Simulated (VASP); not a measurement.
# ZnSe (P4/nmm) in VASP: a series of runs, part 2 of 2

VASP 6.6.1. The steps go on from the part before.

## (3) Single point, LDA

This run uses another cell than the first one, of 22.76 Å³/atom, 1.005 times its volume.

INCAR

```
PREC     = Accurate       # precision mode
ENCUT    = 520            # plane-wave cutoff, eV
EDIFF    = 1E-6           # SCF threshold, eV
ISMEAR   = 0              # smearing method
SIGMA    = 0.05           # smearing width, eV
LREAL    = False          # projectors in reciprocal space
LASPH    = True           # aspherical terms in the spheres
NELM     = 100            # most SCF steps
ALGO     = Normal         # electronic algorithm
ISIF     = 2              # what is computed and relaxed
LWAVE    = False          # write WAVECAR
LCHARG   = False          # write CHGCAR
GGA      = CA             # functional
NBANDS   = 26             # bands
```

KPOINTS

```
Automatic mesh
0
Gamma
  8 8 6
```

POSCAR

```
ZnSe
1.0
    4.0422000000      0.0000000000      0.0000000000
    0.0000000000      4.0422000000      0.0000000000
    0.0000000000      0.0000000000      5.5715000000
Zn Se
2 2
Direct
    0.0000000000      0.0000000000      0.0000000000
    0.5000000000      0.5000000000      0.0000000000
    0.0000000000      0.5000000000      0.2797006019
    0.5000000000      0.0000000000      0.7202993981
```

Potentials or basis: VASP PAW LDA potentials, release 64 (Zn, Se).

The run is started by

```
cat potpaw_LDA.64/Zn/POTCAR potpaw_LDA.64/Se/POTCAR > POTCAR
mpirun -np 1 vasp_std > vasp.out
```

OUTCAR:

```text
PREC = Accurate
   ENCUT = 520
   EDIFF = 1E-6
   ISMEAR = 0
   LREAL = False
   LASPH = True
   NELM = 100
   ISIF = 2
   GGA = CA

 ion  position               nearest neighbor table
   1  0.000  0.000  0.000-   3 2.55   4 2.55   3 2.55   4 2.55   2 2.86   2 2.86   2 2.86   2 2.86

   2  0.500  0.500  0.000-   3 2.55   4 2.55   4 2.55   3 2.55   1 2.86   1 2.86   1 2.86   1 2.86

   3  0.000  0.500  0.280-   1 2.55   2 2.55   1 2.55   2 2.55
   4  0.500  0.000  0.720-   1 2.55   2 2.55   2 2.55   1 2.55

  LATTYP: Found a simple tetragonal cell.
 ALAT       =     4.0422000000
 C/A-ratio  =     1.3783335807

  Lattice vectors:

 A1 = (   4.0422000000,   0.0000000000,   0.0000000000)
 A2 = (   0.0000000000,   4.0422000000,   0.0000000000)
 A3 = (   0.0000000000,   0.0000000000,   5.5715000000)

Analysis of symmetry for initial positions (statically):
=====================================================================
 Subroutine PRICEL returns:
 Original cell was already a primitive cell.

 Routine SETGRP: Setting up the symmetry group for a
 simple tetragonal supercell.

 Subroutine GETGRP returns: Found 16 space group operations
 (whereof  8 operations were pure point group operations)
 out of a pool of 16 trial point group operations.

The static configuration has the point symmetry D_2d.
 The point group associated with its full space group is D_4h.

Analysis of symmetry for dynamics (positions and initial velocities):
=====================================================================
 Subroutine PRICEL returns:
 Original cell was already a primitive cell.

 Routine SETGRP: Setting up the symmetry group for a
 simple tetragonal supercell.

 Subroutine GETGRP returns: Found 16 space group operations
 (whereof  8 operations were pure point group operations)
 out of a pool of 16 trial point group operations.

The dynamic configuration has the point symmetry D_2d.
 The point group associated with its full space group is D_4h.

 Subroutine INISYM returns: Found 16 space group operations
 (whereof  8 operations are pure point group operations),
 and found     1 'primitive' translations

----------------------------------------------------------------------------------------

                                     Primitive cell

  volume of cell :      91.0349

  direct lattice vectors                    reciprocal lattice vectors
     4.042200000  0.000000000  0.000000000     0.247390035  0.000000000  0.000000000
     0.000000000  4.042200000  0.000000000     0.000000000  0.247390035  0.000000000
     0.000000000  0.000000000  5.571500000     0.000000000  0.000000000  0.179484878

  length of vectors
     4.042200000  4.042200000  5.571500000     0.247390035  0.247390035  0.179484878

  position of ions in fractional coordinates (direct lattice)
     0.000000000  0.000000000  0.000000000
     0.500000000  0.500000000  0.000000000
     0.000000000  0.500000000  0.279700602
     0.500000000  0.000000000  0.720299398

  ion indices of the primitive-cell ions
   primitive index   ion index
                 1           1
                 2           2
                 3           3
                 4           4
[... 21 lines left out ...]

 Subroutine IBZKPT returns following result:
 ===========================================

 Found     60 irreducible k-points:

 Following reciprocal coordinates:
            Coordinates               Weight
  0.000000  0.000000  0.000000      1.000000
  0.125000  0.000000  0.000000      4.000000
  0.250000  0.000000  0.000000      4.000000
  0.375000  0.000000  0.000000      4.000000
  0.500000  0.000000  0.000000      2.000000
  0.125000  0.125000  0.000000      4.000000
[... 16 lines left out ...]
  0.375000  0.125000  0.166667     16.000000
  0.500000  0.125000  0.166667      8.000000
 [... further k-points ...]
   k-points           NKPTS =     60   k-points in BZ     NKDIM =     60   number of bands    NBANDS=     26
   number of dos      NEDOS =    301   number of ions     NIONS =      4
   total plane-waves  NPLWV =  37800
   dimension x,y,z NGX =    30 NGY =   30 NGZ =   42
   dimension x,y,z NGXF=    60 NGYF=   60 NGZF=   84
   ions per type =               2   2
   NGX,Y,Z   is equivalent  to a cutoff of  12.34, 12.34, 12.53 a.u.
   NGXF,Y,Z  is equivalent  to a cutoff of  24.68, 24.68, 25.06 a.u.
 SYSTEM =  unknown system
   PREC   = accura    normal or accurate (medium, high low for compatibility)
   ISTART =      0    job   : 0-new  1-cont  2-samecut
   ICHARG =      2    charge: 1-file 2-atom 10-const
   ISPIN  =      1    spin polarized calculation?
   LNONCOLLINEAR =      F non collinear calculations
   LSORBIT =      F    spin-orbit coupling
   LASPH  =      T    aspherical Exc in radial PAW
   ENCUT  =  520.0 eV  38.22 Ry    6.18 a.u.   7.52  7.52 10.36*2*pi/ulx,y,z
   NELM   =    100;   NELMIN=  2; NELMDL= -5     # of ELM steps
   EDIFF  = 0.1E-05   stopping-criterion for ELM
   LREAL  =      F    real-space projection
   EDIFFG = 0.1E-04   stopping-criterion for IOM
   NSW    =      0    number of steps for IOM
   IBRION =     -1    ionic relax: 0-MD 1-quasi-New 2-CG
   NFREE  =      0    steps in history (QN), initial steepest desc. (CG)
   ISIF   =      2    stress and relaxation
   ISYM   =      2    0-nonsym 1-usesym 2-fastsym
   POTIM  = 0.5000    time-step for ionic-motion
   TEBEG  =    0.0;   TEEND  =   0.0 temperature during run
   PSTRESS=    0.0 pullay stress
   NELECT =      36.0000    total number of electrons
   NUPDOWN=      -1.0000    fix difference up-down
   EMIN   =  10.00;   EMAX   =-10.00  energy-range for DOS
   EFERMI =   0.00;   METHOD = LEGACY
   ISMEAR =     0;   SIGMA  =   0.05  broadening in eV -4-tet -1-fermi 0-gaus
   EFERMI_NEDOS =   21; number of points for ismear=-14 and -15
   IALGO  =     38    algorithm
   IMIX   =      4    mixing-type and parameters
     AMIX     =   0.40;   BMIX     =  1.00
     AMIX_MAG =   1.60;   BMIX_MAG =  1.00
  volume/ion in A,a.u.               =      22.76       153.58
  Fermi-wavevector in a.u.,A,eV,Ry     =   1.201636  2.270764 19.645862  1.443930
  Thomas-Fermi vector in A             =   2.337440
   LORBIT       =      0    0 simple, 1 ext, 2 COOP (PROOUT), +10 PAW based schemes
   GGA     = CA    functional components
   LHFCALC =     F    Hartree Fock is set to
   AEXX    =    0.0000 exact exchange contribution
   IVDW    =     0    specifies the selected vdW correction
   LEPSILON=     F    determine dielectric tensor
   LRPA    =     F    only Hartree local field effects (RPA)
 non-spin polarized calculation
 Gauss-broadening in eV      SIGMA  =   0.05
  energy-cutoff  :      520.00
  volume of cell :       91.03
 maximum number of plane-waves:      2500
   NGX = 15   NGY = 15   NGZ = 21

 number of electron      36.0000056 magnetization

 Free energy of the ion-electron system (eV)
  ---------------------------------------------------
  ext. energy  EPLUGINS =         0.00000000
  ---------------------------------------------------
  free energy    TOTEN  =       -13.90190109 eV

  energy without entropy =      -13.90190109  energy(sigma->0) =      -13.90190109

 E-fermi :   1.8174     XC(G=0):  -9.7381

 val. band max:        1.5990007435   @ k =   0.0000   0.0000   0.0000
 cond. band min:       2.9628588174   @ k =   0.0000   0.0000   0.0000
 fundamental gap:      1.3638580739
 Fermi energy:         1.8173629388

 k-point     1 :       0.0000    0.0000    0.0000
  band No.  band energies     occupation
      1     -11.7124      2.00000
      2     -10.5579      2.00000
      3      -5.5759      2.00000
      4      -5.5527      2.00000
      5      -5.4093      2.00000
      6      -5.4093      2.00000
[... 685 lines left out ...]
     25      10.2832      0.00000
     26      10.2832      0.00000

 [... further k-points ...]

------------------------ aborting loop because EDIFF is reached ----------------------------------------

  FORCE on cell =-STRESS in cart. coord.  units (eV):
  Direction    XX          YY          ZZ          XY          YZ          ZX
  --------------------------------------------------------------------------------------
  -------------------------------------------------------------------------------------
  Total       -2.5390091     -2.5390091     -3.3502733      0.0000000      0.0000000      0.0000000
  in kB      -44.6855500    -44.6855500    -58.9634773      0.0000000      0.0000000      0.0000000
  external PRESSURE =     -49.4448591 kB  Pullay stress =       0.0000000 kB

 VOLUME and BASIS-vectors are now :
 -----------------------------------------------------------------------------
  energy-cutoff  :      520.00
  volume of cell :       91.03
      direct lattice vectors                 reciprocal lattice vectors
     4.042200000  0.000000000  0.000000000     0.247390035  0.000000000  0.000000000
     0.000000000  4.042200000  0.000000000     0.000000000  0.247390035  0.000000000
     0.000000000  0.000000000  5.571500000     0.000000000  0.000000000  0.179484878

 POSITION                                       TOTAL-FORCE (eV/Angst)
 -----------------------------------------------------------------------------------
      0.00000      0.00000      0.00000         0.000000      0.000000      0.000000
      2.02110      2.02110      0.00000         0.000000     -0.000000      0.000000
      0.00000      2.02110      1.55835        -0.000000     -0.000000     -0.918632
      2.02110      0.00000      4.01315         0.000000     -0.000000      0.918632
 -----------------------------------------------------------------------------------
    total drift:                                0.000000      0.000000      0.000000

  FREE ENERGIE OF THE ION-ELECTRON SYSTEM (eV)
  ---------------------------------------------------
  free  energy   TOTEN  =       -13.9019010892 eV

  energy  without entropy=      -13.9019010892  energy(sigma->0) =      -13.90190109
```

Run time: 44 s. Hardware: 1 thread of Intel Xeon 6975P-C (Granite Rapids), shared host; peak memory 0.24 GiB.

Results:

```yaml
Free_energy: -13.9019 eV
Pressure: -4.9 GPa
Largest_force: 0.919 eV/Å
Band_gap_on_the_k_mesh: 1.36 eV, direct
```

Forces on the atoms (eV/Å):
```
Zn   0.000  0.000  0.000
Zn   0.000  0.000  0.000
Se   0.000  0.000 -0.919
Se   0.000  0.000  0.919
```

Levels at points of the mesh, in eV from the valence-band top:
| k point | band 14 | band 15 | band 16 | band 17 | band 18 | band 19 | band 20 | band 21 | band 22 | band 23 |
| --- | --- | --- | --- | --- | --- | --- | --- | --- | --- | --- |
| (0.00, 0.00, 0.00) | -2.39 | -2.39 | -0.31 | 0.00 | 0.00 | 1.36 | 1.75 | 2.77 | 5.16 | 5.16 |
| (0.50, 0.00, 0.00) | -4.61 | -2.26 | -2.26 | -0.93 | -0.93 | 3.51 | 3.51 | 5.11 | 5.11 | 6.49 |
| (0.50, 0.50, 0.00) | -4.55 | -2.42 | -2.42 | -2.09 | -2.09 | 2.56 | 2.56 | 2.66 | 2.66 | 10.22 |
| (0.00, 0.00, 0.50) | -1.97 | -1.97 | -1.72 | -0.73 | -0.73 | 1.99 | 3.22 | 3.88 | 4.66 | 6.10 |
| (0.50, 0.00, 0.50) | -5.35 | -0.86 | -0.86 | -0.81 | -0.81 | 2.07 | 2.07 | 5.64 | 5.64 | 5.66 |
| (0.50, 0.50, 0.50) | -4.19 | -3.11 | -3.11 | -2.90 | -2.90 | 4.55 | 4.55 | 4.68 | 4.68 | 7.85 |
